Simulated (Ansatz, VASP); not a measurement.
# ZnS: VASP beside Ansatz

File POSCAR:

```
ZnS
1.0
    0.0000000000      2.6639216839      2.6940955541
    2.6639216839      0.0000000000      2.6940955541
    2.6639216839      2.6639216839      0.0000000000
Zn S
1 1
Direct
    0.2500000000      0.2500000000      0.2500000000
    0.0000000000      0.0000000000      0.0000000000
```

The input INCAR.step1:

```
PREC = Accurate
ENCUT = 520
ISMEAR = 0
SIGMA = 0.01
LREAL = False
LASPH = True
NELM = 80
NBANDS = 16
GGA = PE
ALGO = Normal
EDIFF = 1E-4
LWAVE = True
LCHARG = False
```

Contents of INCAR.step2:

```
PREC = Accurate
ENCUT = 520
EDIFF = 1E-6
ISMEAR = 0
SIGMA = 0.01
LREAL = False
LASPH = True
NELM = 80
ALGO = Normal
ISIF = 2
LWAVE = False
LCHARG = True
METAGGA = R2SCAN
LMIXTAU = True
LELF = True
LVHAR = True
NBANDS = 16
ISTART = 1
```

KPOINTS

```
regular mesh
0
Gamma
  8 8 8
```

Input for Ansatz:

```yaml
crystal:
  lattice:
    - [0.0, 2.6639216839, 2.6940955541]
    - [2.6639216839, 0.0, 2.6940955541]
    - [2.6639216839, 2.6639216839, 0.0]
  atoms:
    - { symbol: Zn, position: [0.25, 0.25, 0.25] }
    - { symbol: S, position: [0.0, 0.0, 0.0] }
kpoints:
  mp_grid: { grid: [8, 8, 8] }
  band_path:
    path:
      - [0.0, 0.0, 0.0]
      - [-0.5, -0.5, 0.0]
      - [-0.375, -0.375, 0.25]
      - [-0.375, 0.0, 0.375]
      - [0.0, 0.0, 0.5]
      - [-0.5, -0.25, 0.25]
    npoints: 1
hamiltonian:
  xc: r2scan
scf:
  occupations: { method: fixed }
  n_extra_bands: 4
output:
  forces: true
  stress: true
  eigenvalues: true
```

Change from the starting cell: biaxial_xy strain -1.1%.

Alike in both runs: task single point; functional r2SCAN; k mesh 8 × 8 × 8; no spin polarisation.

|  | VASP | Ansatz |
| --- | --- | --- |
| version | VASP 6.6.1 | Ansatz 0.2.0 |
| potentials or method | VASP PAW PBE potentials, release 64 (Zn, S) | plane waves, PAW |
| plane-wave cutoff (eV) | 520 | 500 |
| occupations | gaussian, width 0.01 eV | fixed |
| valence electrons in the cell | 18 | 18 |

|  | VASP | Ansatz | Ansatz less VASP |
| --- | --- | --- | --- |
| gap on the k mesh at the Fermi level (eV) | 2.81 | 2.80 | -0.013 |
| pressure (GPa) | 1.9 | 1.9 | -0.01 |
| traceless stress, the component that is largest in VASP (GPa) | -0.31 | -0.33 | -0.018 |

VASP's potentials were made for PBE, not for r2SCAN.
